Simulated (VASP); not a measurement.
Wanted: the native input for a VASP 6.6.1 run.

```yaml
Task: relaxation of cell and atoms
Functional: PBE
Potentials_or_basis: VASP PAW PBE potentials, release 64 (Hf_pv, O)
Cutoff: 600 eV
k_mesh: 10 × 10 × 10
Occupations: gaussian, width 0.1 eV
Spin: no spin polarisation
Dipole_correction: no
Further_INCAR_settings: ALGO = Normal; EDIFF = 1e-06; IBRION = 2; EDIFFG = -0.01; NSW = 100; ISIF = 3
```

The structure of Hf4O3 lies in POSCAR:

```
Hf4O3
1.0
   -2.2862699389      2.2862699389      4.4992744693
    2.2862699389     -2.2862699389      4.4992744693
    2.2862699389      2.2862699389     -4.4992744693
Hf O
4 3
Direct
    0.0000000000      0.5000000000      0.5000000000
    0.7373098732      0.7373098732      0.0000000000
    0.2626901268      0.2626901268      0.0000000000
    0.5000000000      0.0000000000      0.5000000000
    0.2500000000      0.7500000000      0.5000000000
    0.7500000000      0.2500000000      0.5000000000
    0.0000000000      0.0000000000      0.0000000000
```

The cell was generated, and may not be a known phase.

One way to write it, as run:

INCAR

```
PREC = Accurate
ENCUT = 600
EDIFF = 1E-6
ISMEAR = 0
SIGMA = 0.1
LREAL = F
LASPH = T
NELM = 80
ALGO = Normal
ISIF = 3
LWAVE = F
LCHARG = F
GGA = PE
IBRION = 2
NSW = 100
EDIFFG = -0.01
```

KPOINTS

```
Automatic mesh
0
Gamma
  10 10 10
```

Potentials or basis: VASP PAW PBE potentials, release 64 (Hf_pv, O).

Command:

```bash
$ cat potpaw_PBE.64/Hf_pv/POTCAR potpaw_PBE.64/O/POTCAR > POTCAR
$ mpirun -np 1 vasp_std > vasp.out
```

It gave:

The relaxed volume is 13.25 Å³/atom, the relaxed cell is a = 5.519 Å, b = 5.519 Å, c = 5.519 Å, α = 131.35°, β = 131.35°, γ = 71.25° and the space group after relaxing (to 0.1 Å) is I4/mmm (No. 139). The energy gained by relaxing is 2.2 meV/atom. The ionic steps are 7 and the pressure after relaxing is 0.0 GPa. The band gap on the k mesh is zero (bands 29 and 30 overlap by 1.46 eV).

Caveat: spin-orbit coupling is left out, which moves the levels of the heavy elements.

Run time: 20 min on 1 thread of Intel(R) Xeon(R) 6975P-C (Granite Rapids), on a shared host, peak memory 0.57 GiB.
